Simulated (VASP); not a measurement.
# Zn (Fm-3m) in VASP: notebook, part 2 of 2

VASP 6.6.1. The steps go on from the part before.

### 3 Single point, r2SCAN

The input, POSCAR:

```
Zn
1.0
    0.0000000000      1.9192176111      1.9192176111
    1.9192176111      0.0000000000      1.9192176111
    1.9192176111      1.9192176111      0.0000000000
Zn
1
Direct
    0.0000000000      0.0000000000      0.0000000000
```

The input, INCAR.step1:

```
SYSTEM = Zn
PREC = Accurate
ENCUT = 520
ISMEAR = 0
SIGMA = 0.1
LREAL = .FALSE.
LASPH = .TRUE.
NELM = 100
NBANDS = 12
GGA = PE
ALGO = Normal
EDIFF = 1E-4
LWAVE = .TRUE.
LCHARG = .FALSE.
```

The input, INCAR.step2:

```
SYSTEM = Zn
PREC = Accurate
ENCUT = 520
EDIFF = 1E-7
ISMEAR = 0
SIGMA = 0.1
LREAL = .FALSE.
LASPH = .TRUE.
NELM = 100
ALGO = Normal
ISIF = 2
LWAVE = .FALSE.
LCHARG = .FALSE.
METAGGA = R2SCAN
LMIXTAU = .TRUE.
NBANDS = 12
ISTART = 1
```

The input, KPOINTS:

```
Automatic mesh
0
G
  18 18 18
  0 0 0
```

Potentials or basis: VASP PAW PBE potentials, release 64 (Zn).

Started as:

```sh
cat potpaw_PBE.64/Zn/POTCAR > POTCAR
cp INCAR.step1 INCAR
mpirun -np 1 vasp_std > vasp.out
cp INCAR.step2 INCAR
mpirun -np 1 vasp_std > vasp.out
```

OUTCAR:

```text
SYSTEM = Zn
   PREC = Accurate
   ENCUT = 520
   EDIFF = 1E-7
   ISMEAR = 0
   LREAL = .FALSE.
   LASPH = .TRUE.
   NELM = 100
   ISIF = 2
   METAGGA = R2SCAN
   ISTART = 1

 ion  position               nearest neighbor table
   1  0.000  0.000  0.000-

  LATTYP: Found a face centered cubic cell.
 ALAT       =     3.8384352222

  Lattice vectors:

 A1 = (   0.0000000000,   1.9192176111,   1.9192176111)
 A2 = (   1.9192176111,   0.0000000000,   1.9192176111)
 A3 = (   1.9192176111,   1.9192176111,   0.0000000000)

Analysis of symmetry for initial positions (statically):
[... 529 lines left out ...]
      5      -4.2383      2.00000
      6      -4.0718      2.00000
      7      12.0600      0.00000
      8      18.9051      0.00000
      9      22.8436      0.00000
     10      23.8460      0.00000
     11      26.2335      0.00000
     12      27.0676      0.00000

 [... further k-points ...]
[... 5 lines left out ...]
  --------------------------------------------------------------------------------------
  -------------------------------------------------------------------------------------
  Total        0.1221097      0.1221097      0.1221097      0.0000000      0.0000000     -0.0000000
  in kB       13.8375191     13.8375191     13.8375191      0.0000000      0.0000000     -0.0000000
  external PRESSURE =      13.8375191 kB  Pullay stress =       0.0000000 kB

 VOLUME and BASIS-vectors are now :
 -----------------------------------------------------------------------------
  energy-cutoff  :      520.00
  volume of cell :       14.14
      direct lattice vectors                 reciprocal lattice vectors
     0.000000000  1.919217611  1.919217611    -0.260522828  0.260522828  0.260522828
     1.919217611  0.000000000  1.919217611     0.260522828 -0.260522828  0.260522828
     1.919217611  1.919217611  0.000000000     0.260522828  0.260522828 -0.260522828

 POSITION                                       TOTAL-FORCE (eV/Angst)
 -----------------------------------------------------------------------------------
      0.00000      0.00000      0.00000         0.000000      0.000000      0.000000
 -----------------------------------------------------------------------------------
    total drift:                                0.000000      0.000000      0.000000

  FREE ENERGIE OF THE ION-ELECTRON SYSTEM (eV)
  ---------------------------------------------------
  free  energy   TOTEN  =        -8.8677685615 eV

  energy  without entropy=       -8.8662520140  energy(sigma->0) =       -8.86701029
```

OUTCAR.step1:

```text
SYSTEM = Zn
   PREC = Accurate
   ENCUT = 520
   ISMEAR = 0
   LREAL = .FALSE.
   LASPH = .TRUE.
   NELM = 100
[... 576 lines left out ...]
 -----------------------------------------------------------------------------------
      0.00000      0.00000      0.00000         0.000000      0.000000      0.000000
 -----------------------------------------------------------------------------------
    total drift:                                0.000000      0.000000     -0.000000

  FREE ENERGIE OF THE ION-ELECTRON SYSTEM (eV)
  ---------------------------------------------------
  free  energy   TOTEN  =        -1.0662202344 eV

  energy  without entropy=       -1.0645467149  energy(sigma->0) =       -1.06538347
```

It took 76 s on 1 thread of Intel Xeon 6975P-C, shared host; peak memory 0.15 GiB.

What came out:

| Item | Value |
| --- | --- |
| Free energy | -8.8678 eV |
| Pressure | 1.4 GPa |
| Band gap on the k mesh | zero (band 6 reaches 5.25 eV, above the bottom of band 7 at 2.24 eV) |

Levels at points of the mesh, in eV from the Fermi level:
```csv
k point,band 2,band 3,band 4,band 5,band 6,band 7,band 8,band 9,band 10,band 11
"(0.00, 0.00, 0.00)",-8.10,-8.10,-8.10,-7.66,-7.66,20.28,20.43,20.43,20.43,22.80
"(0.50, 0.00, 0.00)",-8.11,-8.11,-7.34,-7.34,-3.38,-1.20,17.09,17.09,18.83,20.52
"(0.50, 0.50, 0.00)",-8.83,-7.35,-7.25,-7.25,-1.25,2.23,9.36,9.36,12.87,14.83
```

Caveat: the PAW data sets were made with another functional, which shifts forces and pressure a little.

### 4 Relaxation of cell and atoms, PBEsol

This run uses another cell than the first one, of 15.17 Å³/atom, 1.073 times its volume.

The input, INCAR:

```
SYSTEM = Zn
ALGO = Normal ; EDIFF = 1E-6
EDIFFG = -0.005 ; ENCUT = 600
GGA = PS ; IBRION = 2
ISIF = 3 ; ISMEAR = 0
LASPH = .True. ; LCHARG = .False.
LREAL = .False. ; LWAVE = .False.
NELM = 80 ; NSW = 100
PREC = Accurate ; SIGMA = 0.1
```

The input, KPOINTS:

```
k-points
0
Gamma
  18 18 18
  0 0 0
```

The input, POSCAR:

```
Zn
1.0
    0.0000000000      1.9647760000      1.9647760000
    1.9647760000      0.0000000000      1.9647760000
    1.9647760000      1.9647760000      0.0000000000
Zn
1
Direct
    0.0000000000      0.0000000000      0.0000000000
```

Potentials or basis: VASP PAW PBE potentials, release 64 (Zn).

Started as:

```sh
cat potpaw_PBE.64/Zn/POTCAR > POTCAR
mpirun -np 1 vasp_std > vasp.out
```

OUTCAR:

```text
SYSTEM = Zn
   EDIFF = 1E-6
   EDIFFG = -0.005
   ENCUT = 600
   GGA = PS
   IBRION = 2
   ISIF = 3
   ISMEAR = 0
   LASPH = .True.
   LREAL = .False.
   NELM = 80
   NSW = 100
   PREC = Accurate

 ion  position               nearest neighbor table
   1  0.000  0.000  0.000-

  LATTYP: Found a face centered cubic cell.
 ALAT       =     3.9295520000

  Lattice vectors:

 A1 = (   0.0000000000,   1.9647760000,   1.9647760000)
 A2 = (   1.9647760000,   0.0000000000,   1.9647760000)
 A3 = (   1.9647760000,   1.9647760000,   0.0000000000)

Analysis of symmetry for initial positions (statically):
=====================================================================
 Subroutine PRICEL returns:
 Original cell was already a primitive cell.

 Routine SETGRP: Setting up the symmetry group for a
 face centered cubic supercell.

 Subroutine GETGRP returns: Found 48 space group operations
 (whereof 48 operations were pure point group operations)
 out of a pool of 48 trial point group operations.

The static configuration has the point symmetry O_h .

Analysis of symmetry for dynamics (positions and initial velocities):
=====================================================================
 Subroutine PRICEL returns:
 Original cell was already a primitive cell.

 Routine SETGRP: Setting up the symmetry group for a
 face centered cubic supercell.

 Subroutine GETGRP returns: Found 48 space group operations
 (whereof 48 operations were pure point group operations)
 out of a pool of 48 trial point group operations.

The dynamic configuration has the point symmetry O_h .

 Subroutine INISYM returns: Found 48 space group operations
 (whereof 48 operations are pure point group operations),
 and found     1 'primitive' translations

----------------------------------------------------------------------------------------

                                     Primitive cell

  volume of cell :      15.1694

  direct lattice vectors                    reciprocal lattice vectors
     0.000000000  1.964776000  1.964776000    -0.254481936  0.254481936  0.254481936
     1.964776000  0.000000000  1.964776000     0.254481936 -0.254481936  0.254481936
     1.964776000  1.964776000  0.000000000     0.254481936  0.254481936 -0.254481936

  length of vectors
     2.778612866  2.778612866  2.778612866     0.440775643  0.440775643  0.440775643

  position of ions in fractional coordinates (direct lattice)
     0.000000000  0.000000000  0.000000000

  ion indices of the primitive-cell ions
   primitive index   ion index
                 1           1

----------------------------------------------------------------------------------------

 KPOINTS: k-points

Automatic generation of k-mesh.
 Grid dimensions read from file:
 generate k-points for:   18   18   18

 Generating k-lattice:

[... 22 lines left out ...]
  0.222222  0.000000  0.000000      8.000000
  0.277778  0.000000  0.000000      8.000000
[... 16 lines left out ...]
 -0.277778  0.055556  0.000000     24.000000
 -0.222222  0.055556  0.000000     24.000000
 [... further k-points ...]
   k-points           NKPTS =    195   k-points in BZ     NKDIM =    195   number of bands    NBANDS=     10
   number of dos      NEDOS =    301   number of ions     NIONS =      1
   total plane-waves  NPLWV =  13824
   dimension x,y,z NGX =    24 NGY =   24 NGZ =   24
   dimension x,y,z NGXF=    48 NGYF=   48 NGZF=   48
   ions per type =               1
   NGX,Y,Z   is equivalent  to a cutoff of  14.36, 14.36, 14.36 a.u.
   NGXF,Y,Z  is equivalent  to a cutoff of  28.72, 28.72, 28.72 a.u.
 SYSTEM =  Zn
   PREC   = accura    normal or accurate (medium, high low for compatibility)
   ISTART =      0    job   : 0-new  1-cont  2-samecut
   ICHARG =      2    charge: 1-file 2-atom 10-const
   ISPIN  =      1    spin polarized calculation?
   LNONCOLLINEAR =      F non collinear calculations
   LSORBIT =      F    spin-orbit coupling
   LASPH  =      T    aspherical Exc in radial PAW
   ENCUT  =  600.0 eV  44.10 Ry    6.64 a.u.   5.55  5.55  5.55*2*pi/ulx,y,z
   NELM   =     80;   NELMIN=  2; NELMDL= -5     # of ELM steps
   EDIFF  = 0.1E-05   stopping-criterion for ELM
   LREAL  =      F    real-space projection
   EDIFFG = -.5E-02   stopping-criterion for IOM
   NSW    =    100    number of steps for IOM
   IBRION =      2    ionic relax: 0-MD 1-quasi-New 2-CG
   NFREE  =      1    steps in history (QN), initial steepest desc. (CG)
   ISIF   =      3    stress and relaxation
   ISYM   =      2    0-nonsym 1-usesym 2-fastsym
   POTIM  = 0.5000    time-step for ionic-motion
   TEBEG  =    0.0;   TEEND  =   0.0 temperature during run
   PSTRESS=    0.0 pullay stress
   NELECT =      12.0000    total number of electrons
   NUPDOWN=      -1.0000    fix difference up-down
   EMIN   =  10.00;   EMAX   =-10.00  energy-range for DOS
   EFERMI =   0.00;   METHOD = LEGACY
   ISMEAR =     0;   SIGMA  =   0.10  broadening in eV -4-tet -1-fermi 0-gaus
   EFERMI_NEDOS =   21; number of points for ismear=-14 and -15
   IALGO  =     38    algorithm
   IMIX   =      4    mixing-type and parameters
     AMIX     =   0.40;   BMIX     =  1.00
     AMIX_MAG =   1.60;   BMIX_MAG =  1.00
  volume/ion in A,a.u.               =      15.17       102.37
  Fermi-wavevector in a.u.,A,eV,Ry     =   1.514069  2.861175 31.190044  2.292404
  Thomas-Fermi vector in A             =   2.623775
   LORBIT       =      0    0 simple, 1 ext, 2 COOP (PROOUT), +10 PAW based schemes
   GGA     = PS    functional components
   LHFCALC =     F    Hartree Fock is set to
   AEXX    =    0.0000 exact exchange contribution
   IVDW    =     0    specifies the selected vdW correction
   LEPSILON=     F    determine dielectric tensor
   LRPA    =     F    only Hartree local field effects (RPA)
 conjugate gradient relaxation of ions
 non-spin polarized calculation
 Gauss-broadening in eV      SIGMA  =   0.10
  energy-cutoff  :      600.00
  volume of cell :       15.17
 maximum number of plane-waves:       531
 NGX is ok and might be reduce to    24
   NGX = 11   NGY = 11   NGZ = 11

--------------------------------------- Ionic step        1  -------------------------------------------

 number of electron      12.0000008 magnetization

 Free energy of the ion-electron system (eV)
  ---------------------------------------------------
  ext. energy  EPLUGINS =         0.00000000
  ---------------------------------------------------
  free energy    TOTEN  =        -1.54494673 eV

  energy without entropy =       -1.54367894  energy(sigma->0) =       -1.54431283

------------------------ aborting loop because EDIFF is reached ----------------------------------------

  FORCE on cell =-STRESS in cart. coord.  units (eV):
  Direction    XX          YY          ZZ          XY          YZ          ZX
  --------------------------------------------------------------------------------------
  -------------------------------------------------------------------------------------
  Total       -0.4555549     -0.4555549     -0.4555549      0.0000000     -0.0000000      0.0000000
  in kB      -48.1151823    -48.1151823    -48.1151823      0.0000000     -0.0000000      0.0000000
  external PRESSURE =     -48.1151823 kB  Pullay stress =       0.0000000 kB
[... 92 lines left out ...]
--------------------------------------- Ionic step        4  -------------------------------------------

 number of electron      11.9999994 magnetization

 Free energy of the ion-electron system (eV)
  ---------------------------------------------------
  ext. energy  EPLUGINS =         0.00000000
  ---------------------------------------------------
  free energy    TOTEN  =        -1.56053134 eV

  energy without entropy =       -1.55887028  energy(sigma->0) =       -1.55970081

 E-fermi :   3.3248     XC(G=0): -12.0769

 val. band max:        3.3049671976   @ k =  -0.3333   0.3333   0.1667
 cond. band min:       3.3577775484   @ k =  -0.3889   0.3889   0.0556
 fundamental gap:      0.0528103508
 Fermi energy:         3.3248314840

 k-point     1 :       0.0000    0.0000    0.0000
  band No.  band energies     occupation
      1      -7.5185      2.00000
      2      -4.3804      2.00000
      3      -4.3804      2.00000
      4      -4.3804      2.00000
      5      -3.9464      2.00000
      6      -3.9464      2.00000
      7      22.5703      0.00000
      8      22.5703      0.00000
      9      22.5703      0.00000
     10      22.8121      0.00000
[... 287 lines left out ...]
 k-point    24 :      -0.2222    0.0556    0.0000
  band No.  band energies     occupation
      1      -5.8163      2.00000
      2      -4.3812      2.00000
      3      -4.2704      2.00000
      4      -4.2602      2.00000
      5      -3.9570      2.00000
      6      -3.7950      2.00000
      7      11.5402      0.00000
      8      18.0077      0.00000
      9      21.6594      0.00000
     10      22.7877      0.00000

 [... further k-points ...]
[... 5 lines left out ...]
  --------------------------------------------------------------------------------------
  -------------------------------------------------------------------------------------
  Total       -0.0016259     -0.0016259     -0.0016259      0.0000000     -0.0000000      0.0000000
  in kB       -0.1834408     -0.1834408     -0.1834408      0.0000000     -0.0000000      0.0000000
  external PRESSURE =      -0.1834408 kB  Pullay stress =       0.0000000 kB
[... 16 lines left out ...]
  FREE ENERGIE OF THE ION-ELECTRON SYSTEM (eV)
  ---------------------------------------------------
  free  energy   TOTEN  =        -1.5605313437 eV

  energy  without entropy=       -1.5588702782  energy(sigma->0) =       -1.55970081

 reached required accuracy - stopping structural energy minimisation
```

OSZICAR:

```text
N       E                     dE             d eps       ncg     rms          rms(c)
DAV:   1     0.367814670059E+02    0.36781E+02   -0.75434E+03  3948   0.209E+03
DAV:   2    -0.973229458104E+00   -0.37755E+02   -0.36011E+02  3990   0.213E+02
[... 25 lines left out ...]
   3 F= -.15605198E+01 E0= -.15596845E+01  d E =-.155731E-01
       N       E                     dE             d eps       ncg     rms          rms(c)
DAV:   1    -0.156133057512E+01   -0.81066E-03   -0.10086E-02  4384   0.217E+00    0.200E-01
DAV:   2    -0.156062424535E+01    0.70633E-03   -0.35795E-03  4336   0.136E+00    0.644E-02
DAV:   3    -0.156055902657E+01    0.65219E-04   -0.41765E-05  4270   0.128E-01    0.352E-02
DAV:   4    -0.156053114410E+01    0.27882E-04   -0.94718E-06  5382   0.515E-02    0.127E-03
DAV:   5    -0.156053134373E+01   -0.19962E-06   -0.26499E-07  2186   0.554E-03
   4 F= -.15605313E+01 E0= -.15597008E+01  d E =-.114960E-04
```

CONTCAR:

```text
Zn
   1.00000000000000
     0.0000000000000000    1.9220236612389963    1.9220236612389963
     1.9220236612389963    0.0000000000000000    1.9220236612389963
     1.9220236612389963    1.9220236612389963   -0.0000000000000000
  Zn
     1
Direct
     1.0000000000000000    0.0000000000000000    1.0000000000000000

  0.00000000E+00  0.00000000E+00  0.00000000E+00
```

It took 39 s on 1 thread of Intel Xeon 6975P-C, shared host; peak memory 0.17 GiB.

What came out:

| Quantity | Value |
| --- | --- |
| Free energy | -1.5605 eV |
| Relaxed volume | 14.20 Å³/atom |
| Relaxed cell | a = 2.718 Å, b = 2.718 Å, c = 2.718 Å, α = 60.00°, β = 60.00°, γ = 60.00° |
| Space group after relaxing (to 0.05 Å) | Fm-3m (No. 225) |
| Energy gained by relaxing | 15.6 meV/atom |
| Ionic steps | 4 |
| Pressure after relaxing | 0.0 GPa |
| Band gap on the k mesh | zero (band 6 reaches 5.12 eV, above the bottom of band 7 at 2.12 eV) |

Step by step:
```
step  energy change (eV)  largest force (eV/Å)  pressure (GPa)  volume (Å³)
   1              0.0000                0.0000           -4.81        15.17
   2             -0.0156                0.0000           -0.11        14.19
   3             -0.0156                0.0000            0.16        14.17
   4             -0.0156                0.0000           -0.02        14.20
```

Final structure:
```
CELL_PARAMETERS angstrom
0.00000 1.92202 1.92202
1.92202 0.00000 1.92202
1.92202 1.92202 0.00000
ATOMIC_POSITIONS crystal
Zn 0.00000 0.00000 0.00000
```

Levels at points of the mesh, in eV from the Fermi level:
```
           k point  band 3  band 4  band 5  band 6  band 7  band 8  band 9  band 10
(0.00, 0.00, 0.00)   -7.71   -7.71   -7.27   -7.27   19.25   19.25   19.25    19.49
(0.50, 0.00, 0.00)   -7.71   -6.95   -6.95   -3.13   -1.20   16.08   16.08    17.97
(0.50, 0.50, 0.00)   -6.97   -6.87   -6.87   -1.12    2.04    8.81    8.81    12.59
```

Caveat: the PAW data sets were made with another functional, which shifts forces and pressure a little.

### 5 The runs side by side

| task | level | cell | cutoff (eV) | gap on the mesh (eV) | pressure (GPa) |
| --- | --- | --- | --- | --- | --- |
| single point | PBEsol | a = 2.714 Å, angles 60.0°, 1 atom | 520 | none | 0.4 |
| single point | r2SCAN | a = 2.714 Å, angles 60.0°, 1 atom | 520 | none | 1.4 |
| relaxation of cell and atoms | PBEsol | relaxed from a = 2.779 Å, angles 60.0°, 1 atom | 600 | none | 0.0 |

Alike in all rows: potentials or basis VASP PAW PBE potentials, release 64 (Zn); no spin polarisation; k mesh 18 × 18 × 18; smearing gaussian 0.1 eV.

Caveats: the PAW data sets were made with another functional, which shifts forces and pressure a little.

Absolute energies hang on the potentials; compare differences alone.
